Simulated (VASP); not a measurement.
The system is CdS.

```xyz
2
Lattice="0.0000 2.7532 2.7532 2.7532 0.0000 2.7532 2.7532 2.7532 0.0000" Properties=species:S:1:pos:R:3 pbc="T T T"
Cd   -0.0084    0.0020   -0.0373
S     2.6653    2.6495    2.8174
```

This cell differs from its parent crystal: atoms moved at random.

* Program: VASP 6.6.1
* Task: relaxation of the atoms
* Functional: BLYP
* Dispersion: D3(BJ)
* Potentials or basis: VASP PAW PBE potentials, release 64 (Cd, S)
* Cutoff: 520 eV
* k mesh: 6 × 6 × 6
* Occupations: gaussian, width 0.01 eV
* Spin: no spin polarisation

At the start: pressure -1.3 GPa; volume 20.87 Å³/atom.

Question: How do energy, volume and symmetry change on relaxing?

Answer: Over 5 steps the energy falls by 10.5 meV/atom; space group Fm-3m (No. 225, to 0.05 Å).

Step by step:
| step | energy change (eV) | largest force (eV/Å) | pressure (GPa) |
| --- | --- | --- | --- |
| 1 | 0.0000 | 0.2546 | -1.25 |
| 2 | -0.0058 | 0.2149 | -1.44 |
| 3 | -0.0174 | 0.1020 | -1.85 |
| 4 | -0.0163 | 0.1196 | -1.81 |
| 5 | -0.0209 | 0.0072 | -1.97 |

Final structure:
```
Cd S
1.0
     0.00000    2.75324    2.75324
     2.75324    0.00000    2.75324
     2.75324    2.75324    0.00000
Cd S
1 1
Direct
  0.00143 0.00353 0.97977
  0.50248 0.50234 0.47938
```

Caveat: the cell differs from its parent crystal (atoms moved at random); the PAW data sets were made with another functional, which shifts forces and pressure a little.
